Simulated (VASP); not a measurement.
Here is a VASP 6.6.1 calculation.

The input INCAR:

```
SYSTEM = CdS
ALGO = Normal
EDIFF = 1E-6
ENCUT = 630
GGA_COMPAT = .False.
ISIF = 2
ISMEAR = 0
LASPH = .True.
LCHARG = .True.
LELF = .True.
LREAL = .False.
LVHAR = .True.
LWAVE = .False.
NBANDS = 34
NELM = 120
PREC = Accurate
SIGMA = 0.01
```

File KPOINTS:

```
k-points
0
Gamma
  6 6 4
  0 0 0
```

The input POSCAR:

```
CdS
1.0
    4.0017941801      0.0000000000      0.0000000000
   -2.0008970900      3.4656554207      0.0000000000
    0.0000000000      0.0000000000      6.5281316497
Cd S
2 2
Direct
    0.3333333333      0.6666666667     -0.0003086171
    0.6666666667      0.3333333333      0.4996913829
    0.3333333333      0.6666666667      0.3753086171
    0.6666666667      0.3333333333      0.8753086171
```

Potentials or basis: VASP PAW LDA potentials, release 64 (Cd_sv_GW, S).

Run with:

```console
$ cat potpaw_LDA.64/Cd_sv_GW/POTCAR potpaw_LDA.64/S/POTCAR > POTCAR
$ mpirun -np 1 vasp_std > vasp.out
```

(1) What does it give for the band gap on the k mesh?

(2) What does it give for the pressure?

## Answers

(1) 1.16 eV.

(2) 4.0 GPa.

Caveat: the cell stands under pressure.
